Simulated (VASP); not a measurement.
# LiF (F-43m) in VASP: G0W0 quasiparticle levels with PBE

Aim: the G0W0 quasiparticle levels of LiF with PBE.

All numbers are computed with VASP 6.6.1; they aren't measurements. Logs are shortened: lines on timing, memory, paths and dates and some standing lists are left out, and cuts for length are marked.

**1. The cell of the first run**

Symmetry: F-43m, No. 216, cubic system. Conventional cell: a = 4.289 Å, b = 4.289 Å, c = 4.289 Å, α = 90.00°, β = 90.00°, γ = 90.00°. Li (site symmetry -43m) has 4 F at 1.86 Å within 2.5 Å. F (site symmetry -43m) has 4 Li at 1.86 Å within 2.5 Å.

**2. G0W0 quasiparticle levels, PBE**

The input, POSCAR:

```
LiF
1.0
    0.0000000000      2.1446105498      2.1446105498
    2.1446105498      0.0000000000      2.1446105498
    2.1446105498      2.1446105498      0.0000000000
Li F
1 1
Direct
    0.0000000000      0.0000000000      0.0000000000
    0.2500000000      0.2500000000      0.2500000000
```

The input, INCAR.step1:

```
ALGO     = Normal         # electronic algorithm
EDIFF    = 1E-8           # SCF threshold, eV
ENCUT    = 500            # plane-wave cutoff, eV
GGA      = PE             # functional
ISMEAR   = 0              # smearing method
LASPH    = True           # aspherical terms in the spheres
LCHARG   = False          # write CHGCAR
LREAL    = False          # projectors in reciprocal space
LWAVE    = True           # write WAVECAR
NELM     = 80             # most SCF steps
PREC     = Accurate       # precision mode
SIGMA    = 0.01           # smearing width, eV
```

The input, INCAR.step2:

```
ALGO     = Exact          # electronic algorithm
EDIFF    = 1E-8           # SCF threshold, eV
ENCUT    = 500            # plane-wave cutoff, eV
GGA      = PE             # functional
ISMEAR   = 0              # smearing method
ISTART   = 1            
LASPH    = True           # aspherical terms in the spheres
LCHARG   = False          # write CHGCAR
LOPTICS  = True           # frequency-dependent dielectric function
LREAL    = False          # projectors in reciprocal space
LWAVE    = True           # write WAVECAR
NBANDS   = 48             # bands
NELM     = 1              # most SCF steps
PREC     = Accurate       # precision mode
SIGMA    = 0.01           # smearing width, eV
```

The input, INCAR.step3:

```
ALGO     = EVGW0          # electronic algorithm
EDIFF    = 1E-8           # SCF threshold, eV
ENCUT    = 500            # plane-wave cutoff, eV
ENCUTGW  = 100.0          # cutoff of the response function
GGA      = PE             # functional
ISMEAR   = 0              # smearing method
ISTART   = 1            
LASPH    = True           # aspherical terms in the spheres
LCHARG   = False          # write CHGCAR
LREAL    = False          # projectors in reciprocal space
LWAVE    = False          # write WAVECAR
NBANDS   = 48             # bands
NBANDSGW = 12           
NELMGW   = 1            
NOMEGA   = 96             # frequency points
OMEGAMAX = 20           
PREC     = Accurate       # precision mode
PRECFOCK = Fast         
SIGMA    = 0.01           # smearing width, eV
```

The input, KPOINTS:

```
k-points
0
Gamma
  6 6 6
```

Potentials or basis: VASP PAW PBE potentials, release 64 (Li_GW, F_GW).

On the command line:

```
> cat potpaw_PBE.64/Li_GW/POTCAR potpaw_PBE.64/F_GW/POTCAR > POTCAR
> cp INCAR.step1 INCAR
> mpirun -np 1 vasp_std > vasp.out
> cp INCAR.step2 INCAR
> mpirun -np 1 vasp_std > vasp.out
> cp INCAR.step3 INCAR
> mpirun -np 1 vasp_std > vasp.out
```

OUTCAR:

```text
EDIFF = 1E-8
   ENCUT = 500
   ENCUTGW = 100.0
   GGA = PE
   ISMEAR = 0
   ISTART = 1
   LASPH = True
   LREAL = False
   NELMGW = 1
   PREC = Accurate
   PRECFOCK = Fast

 ion  position               nearest neighbor table
   1  0.000  0.000  0.000-   2 1.86   2 1.86   2 1.86   2 1.86
   2  0.250  0.250  0.250-   1 1.86   1 1.86   1 1.86   1 1.86

  LATTYP: Found a face centered cubic cell.
 ALAT       =     4.2892210996

  Lattice vectors:

 A1 = (   0.0000000000,   2.1446105498,   2.1446105498)
 A2 = (   2.1446105498,   0.0000000000,   2.1446105498)
 A3 = (   2.1446105498,   2.1446105498,   0.0000000000)

Analysis of symmetry for initial positions (statically):
=====================================================================
 Subroutine PRICEL returns:
 Original cell was already a primitive cell.

 Routine SETGRP: Setting up the symmetry group for a
 face centered cubic supercell.

 Subroutine GETGRP returns: Found 24 space group operations
 (whereof 24 operations were pure point group operations)
 out of a pool of 48 trial point group operations.

The static configuration has the point symmetry T_d .

Analysis of symmetry for dynamics (positions and initial velocities):
=====================================================================
 Subroutine PRICEL returns:
 Original cell was already a primitive cell.

 Routine SETGRP: Setting up the symmetry group for a
 face centered cubic supercell.

 Subroutine GETGRP returns: Found 24 space group operations
 (whereof 24 operations were pure point group operations)
 out of a pool of 48 trial point group operations.

The dynamic configuration has the point symmetry T_d .

 Subroutine INISYM returns: Found 24 space group operations
 (whereof 24 operations are pure point group operations),
 and found     1 'primitive' translations

----------------------------------------------------------------------------------------

                                     Primitive cell

  volume of cell :      19.7276

  direct lattice vectors                    reciprocal lattice vectors
     0.000000000  2.144610550  2.144610550    -0.233142563  0.233142563  0.233142563
     2.144610550  0.000000000  2.144610550     0.233142563 -0.233142563  0.233142563
     2.144610550  2.144610550  0.000000000     0.233142563  0.233142563 -0.233142563

  length of vectors
     3.032937326  3.032937326  3.032937326     0.403814764  0.403814764  0.403814764

  position of ions in fractional coordinates (direct lattice)
     0.000000000  0.000000000  0.000000000
     0.250000000  0.250000000  0.250000000

  ion indices of the primitive-cell ions
   primitive index   ion index
                 1           1
                 2           2

----------------------------------------------------------------------------------------

 KPOINTS: k-points

Automatic generation of k-mesh.
 Grid dimensions read from file:
 generate k-points for:    6    6    6

 Generating k-lattice:

  Cartesian coordinates                     Fractional coordinates (reciprocal lattice)
    -0.038857094  0.038857094  0.038857094     0.166666667  0.000000000  0.000000000
     0.038857094 -0.038857094  0.038857094     0.000000000  0.166666667  0.000000000
     0.038857094  0.038857094 -0.038857094     0.000000000  0.000000000  0.166666667

  Length of vectors
     0.067302461  0.067302461  0.067302461

  Shift w.r.t. Gamma in fractional coordinates (k-lattice)
     0.000000000  0.000000000  0.000000000

 Subroutine IBZKPT returns following result:
 ===========================================

 Found     16 irreducible k-points:

 Following reciprocal coordinates:
            Coordinates               Weight
  0.000000  0.000000  0.000000      1.000000
  0.166667  0.000000  0.000000      8.000000
  0.333333  0.000000  0.000000      8.000000
  0.500000  0.000000  0.000000      4.000000
  0.166667  0.166667  0.000000      6.000000
  0.333333  0.166667  0.000000     24.000000
[... 8 lines left out ...]
 -0.333333  0.333333  0.166667     24.000000
 -0.333333  0.500000  0.166667     12.000000
   k-points           NKPTS =     16   k-points in BZ     NKDIM =    216   number of bands    NBANDS=     48
   number of dos      NEDOS =    301   number of ions     NIONS =      2
   total plane-waves  NPLWV =  13824
   dimension x,y,z NGX =    24 NGY =   24 NGZ =   24
   dimension x,y,z NGXF=    48 NGYF=   48 NGZF=   48
   ions per type =               1   1
   NGX,Y,Z   is equivalent  to a cutoff of  13.16, 13.16, 13.16 a.u.
   NGXF,Y,Z  is equivalent  to a cutoff of  26.31, 26.31, 26.31 a.u.
 SYSTEM =  unknown system
   PREC   = accura    normal or accurate (medium, high low for compatibility)
   ISTART =      1    job   : 0-new  1-cont  2-samecut
   ICHARG =      0    charge: 1-file 2-atom 10-const
   ISPIN  =      1    spin polarized calculation?
   LNONCOLLINEAR =      F non collinear calculations
   LSORBIT =      F    spin-orbit coupling
   LASPH  =      T    aspherical Exc in radial PAW
   ENCUT  =  500.0 eV  36.75 Ry    6.06 a.u.   5.53  5.53  5.53*2*pi/ulx,y,z
   NELM   =     60;   NELMIN=  2; NELMDL=  0     # of ELM steps
   EDIFF  = 0.1E-07   stopping-criterion for ELM
   LREAL  =      F    real-space projection
   EDIFFG = 0.1E-06   stopping-criterion for IOM
   NSW    =      0    number of steps for IOM
   IBRION =     -1    ionic relax: 0-MD 1-quasi-New 2-CG
   NFREE  =      0    steps in history (QN), initial steepest desc. (CG)
   ISIF   =      0    stress and relaxation
   ISYM   =      3    0-nonsym 1-usesym 2-fastsym
   POTIM  = 0.5000    time-step for ionic-motion
   TEBEG  =    0.0;   TEEND  =   0.0 temperature during run
   PSTRESS=    0.0 pullay stress
   NELECT =       8.0000    total number of electrons
   NUPDOWN=      -1.0000    fix difference up-down
   EMIN   =  10.00;   EMAX   =-10.00  energy-range for DOS
   EFERMI =   0.00;   METHOD = LEGACY
   ISMEAR =     0;   SIGMA  =   0.01  broadening in eV -4-tet -1-fermi 0-gaus
   EFERMI_NEDOS =   21; number of points for ismear=-14 and -15
   IALGO  =     38    algorithm
   IMIX   =      4    mixing-type and parameters
     AMIX     =   0.40;   BMIX     =  1.00
     AMIX_MAG =   1.60;   BMIX_MAG =  1.00
  volume/ion in A,a.u.               =       9.86        66.56
  Fermi-wavevector in a.u.,A,eV,Ry     =   1.211750  2.289876 19.977955  1.468338
  Thomas-Fermi vector in A             =   2.347256
   LORBIT       =      0    0 simple, 1 ext, 2 COOP (PROOUT), +10 PAW based schemes
   GGA     = PE    functional components
   LHFCALC =     T    Hartree Fock is set to
   PRECFOCK=fast      Normal, Fast or Accurate (Low or Medium for compatibility)
   ENCUT4O =  -1.0   cutoff for four orbital integrals eV
   NKREDX  =     1    reduce k-point grid by
   NKREDY  =     1    reduce k-point grid by
   NKREDZ  =     1    reduce k-point grid by
   AEXX    =    1.0000 exact exchange contribution
   HFSCREEN=    0.0000 screening length (either q_TF or 0.3 A-1)
   HFSCREENC=   0.0000 screening length for correlation (either q_TF or 0.3 A-1)
   ENCUTFOCK=  -1.0 apply spherical cutoff to Coloumb kernel
   IVDW    =     0    specifies the selected vdW correction
   LEPSILON=     F    determine dielectric tensor
   LRPA    =     F    only Hartree local field effects (RPA)
   LRPAFORCE           =     F    calculate RPA forces
   ENCUTGW             = 100.0    cutoff for response function in eV
   ENCUTGWSOFT         =  80.0    soft cutoff for Coulomb kernel in GW response function in eV
   ENCUTLF             =  -1.0    cutoff for local field effects
   NELMGW              =     1    number of iterations in solving QP/BSE equation
   NELMHF              =     1    number of iterations in the inner HF iteration
   NKREDLFX            =     1    NKREDLFY  =   1   NKREDLFZ  =   1
 non-spin polarized calculation
 Gauss-broadening in eV      SIGMA  =   0.01
  energy-cutoff  :      500.00
  volume of cell :       19.73
 maximum number of plane-waves:       531
 NGX is ok and might be reduce to    24
  NGX = 14; NGY = 14; NGZ = 14
   NGX = 11   NGY = 11   NGZ = 11
 maximum number of plane-waves:        59
 NGX is ok and might be reduce to    14

 QP shifts <psi_nk| G(iteration)W_0 |psi_nk>: iteration 1
 for sc-GW calculations column KS-energies equals QP-energies in previous step
 and V_xc(KS)=  KS-energies - (<T + V_ion + V_H > + <T+V_H+V_ion>^1  + <V_x>^1)

 k-point   1 :       0.0000    0.0000    0.0000
  band No.  KS-energies  QP-energies   sigma(KS)   V_xc(KS)     V^pw_x(r,r')   Z            occupation Imag(sigma)

      1     -23.7349     -27.8251     -28.5116     -22.6315     -36.7960       0.6956       2.0000       0.7208
      2      -4.3577      -7.1453     -25.9797     -22.5545     -30.4414       0.8138       2.0000       0.0454
      3      -4.3577      -7.1453     -25.9797     -22.5545     -30.4414       0.8138       2.0000       0.0454
      4      -4.3577      -7.1453     -25.9797     -22.5545     -30.4414       0.8138       2.0000       0.0454
      5       3.5662       4.9621      -6.7762      -8.3397      -4.0985       0.8928       0.0000      -0.0317
      6      15.1401      17.5461      -5.0482      -7.7703      -1.9446       0.8838       0.0000      -0.0462
      7      15.1401      17.5461      -5.0482      -7.7703      -1.9446       0.8838       0.0000      -0.0462
      8      15.1401      17.5461      -5.0482      -7.7703      -1.9446       0.8838       0.0000      -0.0462
      9      23.8560      25.3617      -5.3952      -7.0319      -1.5673       0.9199       0.0000      -0.5930
     10      23.8560      25.3617      -5.3952      -7.0319      -1.5673       0.9199       0.0000      -0.5930
     11      23.8560      25.3617      -5.3952      -7.0319      -1.5673       0.9199       0.0000      -0.5930
     12      25.0755      27.2945      -5.9835      -8.5478      -2.5140       0.8654       0.0000      -0.3544

 k-point   2 :       0.1667    0.0000    0.0000
  band No.  KS-energies  QP-energies   sigma(KS)   V_xc(KS)     V^pw_x(r,r')   Z            occupation Imag(sigma)

      1     -23.6799     -27.6838     -28.6055     -22.7244     -36.8800       0.6808       2.0000       0.6969
      2      -4.9175      -7.8360     -24.8262     -21.2302     -29.1438       0.8116       2.0000       0.0478
      3      -4.4227      -7.2242     -25.8851     -22.4392     -30.3428       0.8130       2.0000       0.0460
      4      -4.4227      -7.2242     -25.8851     -22.4392     -30.3428       0.8130       2.0000       0.0460
      5       4.3262       5.8655      -7.4948      -9.2287      -4.9090       0.8877       0.0000      -0.0311
      6      14.4348      16.6819      -5.8261      -8.3986      -2.7087       0.8735       0.0000      -0.0526
      7      15.2523      17.6510      -5.1947      -7.9219      -2.0646       0.8795       0.0000      -0.0505
      8      15.2523      17.6510      -5.1947      -7.9219      -2.0646       0.8795       0.0000      -0.0505
      9      21.8468      23.5168      -5.3335      -7.3282      -1.8614       0.8372       0.0000      -0.2324
     10      21.8468      23.5168      -5.3335      -7.3282      -1.8614       0.8372       0.0000      -0.2324
     11      22.0652      23.3822      -4.5114      -6.0444      -0.9425       0.8591       0.0000      -0.4134
     12      28.0776      30.8396      -6.0332      -8.7356      -2.2317       1.0221       0.0000      -0.7571
[... 196 lines left out ...]
      1     -23.4626     -27.3592     -29.0226     -23.1240     -37.2447       0.6606       2.0000       0.6122
      2      -5.9965      -9.1188     -23.2964     -19.4319     -27.5194       0.8080       2.0000       0.0532
      3      -5.1715      -8.1519     -24.6743     -20.9913     -29.0358       0.8092       2.0000       0.0499
      4      -4.9368      -7.8589     -25.0959     -21.4866     -29.4986       0.8096       2.0000       0.0490
      5       7.9453       9.7458      -7.5016      -9.5549      -4.8971       0.8769       0.0000      -0.0356
      6      10.3968      12.3643      -6.9479      -9.1885      -4.0120       0.8781       0.0000      -0.0416
      7      13.6973      15.8961      -6.7901      -9.3529      -3.5987       0.8579       0.0000      -0.0581
      8      15.6428      18.0059      -7.4722     -10.2552      -4.1694       0.8491       0.0000      -0.0916
      9      18.6995      21.0792      -5.3644      -8.0875      -1.9945       0.8739       0.0000      -0.1230
     10      23.6738      25.7761      -5.7831      -8.1341      -2.1586       0.8942       0.0000      -0.3374
     11      25.9610      28.6360      -6.3136      -9.4514      -2.5963       0.8525       0.0000      -0.4440
     12      29.1880      31.9518      -6.3558      -9.4313      -2.8505       0.8987       0.0000      -0.5823

 k-point  16 :      -0.3333    0.5000    0.1667
  band No.  KS-energies  QP-energies   sigma(KS)   V_xc(KS)     V^pw_x(r,r')   Z            occupation Imag(sigma)

      1     -23.4465     -27.3442     -29.0528     -23.1521     -37.2699       0.6606       2.0000       0.6068
      2      -5.8040      -8.8973     -23.7594     -19.9243     -28.0493       0.8066       2.0000       0.0526
      3      -5.2840      -8.2488     -24.3796     -20.7119     -28.6944       0.8083       2.0000       0.0499
      4      -5.1311      -8.1208     -24.8307     -21.1383     -29.2203       0.8097       2.0000       0.0499
      5       7.3056       8.9090      -6.1890      -7.9972      -3.5021       0.8868       0.0000      -0.0339
      6      11.3484      13.4221      -8.2982     -10.6996      -5.4338       0.8636       0.0000      -0.0456
      7      13.1697      15.4411      -6.5928      -9.2228      -3.3748       0.8636       0.0000      -0.0498
      8      15.7564      18.1833      -7.9446     -10.8261      -4.5933       0.8422       0.0000      -0.1023
      9      18.1652      20.5591      -5.5709      -8.3230      -2.2484       0.8699       0.0000      -0.0953
     10      24.5886      27.3435      -6.6730      -9.7650      -2.9997       0.8910       0.0000      -0.4611
     11      25.8709      27.9076      -5.5952      -7.9862      -1.9340       0.8518       0.0000      -0.4064
     12      29.0432      32.0408      -6.1328      -9.3820      -2.7098       0.9226       0.0000      -0.5275
```

Wall time 51 s (1 thread of Intel Xeon 6975P-C (Granite Rapids), shared host); peak memory 0.26 GiB.

What came out:

```
Quasiparticle gap                                   : 12.11 eV
Least direct quasiparticle gap                      : 12.11 eV
Band gap of the starting levels on the mesh         : 7.92 eV
Least direct gap of the starting levels on the mesh : 7.92 eV
```

Caveat: the k points lie up to 0.42 Å⁻¹ apart; bands, screening cutoff and mesh are small and nothing is extrapolated, so the quasiparticle values aren't converged; the structure was generated, so it needn't be the stable form of LiF.
